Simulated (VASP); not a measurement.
Wanted: the native input for a VASP 6.6.1 run.

```
Task                   : single point
Functional             : PBE
Potentials or basis    : VASP PAW PBE potentials, release 64 (La, B)
Cutoff                 : 520 eV
k mesh                 : 4 × 4 × 4
Occupations            : fermi-dirac, width 0.0321 eV
Spin                   : no spin polarisation
Dipole correction      : no
Further INCAR settings : ALGO = Normal; EDIFF = 1e-06; NBANDS = 24
```

The structure of LaB6 lies in POSCAR:

```
LaB6
1.0
    4.1553224642      0.0000000000      0.0000000000
    0.0000000000      4.1553224642      0.0000000000
    0.0000000000      0.0000000000      4.1553224642
La B
1 6
Direct
    0.0000000000      0.0000000000      0.0000000000
    0.1995025934      0.5000000000      0.5000000000
    0.5000000000      0.1995025934      0.5000000000
    0.8004974066      0.5000000000      0.5000000000
    0.5000000000      0.8004974066      0.5000000000
    0.5000000000      0.5000000000      0.1995025934
    0.5000000000      0.5000000000      0.8004974066
```

The input as run:

INCAR

```
ALGO = Normal
EDIFF = 1E-6
ENCUT = 520
GGA = PE
ISIF = 2
ISMEAR = -1
LASPH = T
LCHARG = F
LREAL = F
LWAVE = F
NBANDS = 24
NELM = 60
PREC = Accurate
SIGMA = 0.0321
```

KPOINTS

```
k-points
0
Gamma
  4 4 4
```

Potentials or basis: VASP PAW PBE potentials, release 64 (La, B).

Run with:

```sh
$ cat potpaw_PBE.64/La/POTCAR potpaw_PBE.64/B/POTCAR > POTCAR
$ mpirun -np 1 vasp_std > vasp.out
```

It gave:

```json
{
 "Pressure": "-0.1 GPa",
 "Largest force": "0.015 eV/Å",
 "Band gap on the k mesh": "zero (an odd number of electrons rules out a gap without spin polarisation)"
}
```

Caveat: the k points lie up to 0.38 Å⁻¹ apart, too coarse for converged energies and pressures of a metal; spin-orbit coupling is left out, which moves the levels of the heavy elements.

Wall time 38 s on 1 thread of Intel Xeon 8259CL, with other jobs on the host, peak memory 0.19 GiB.
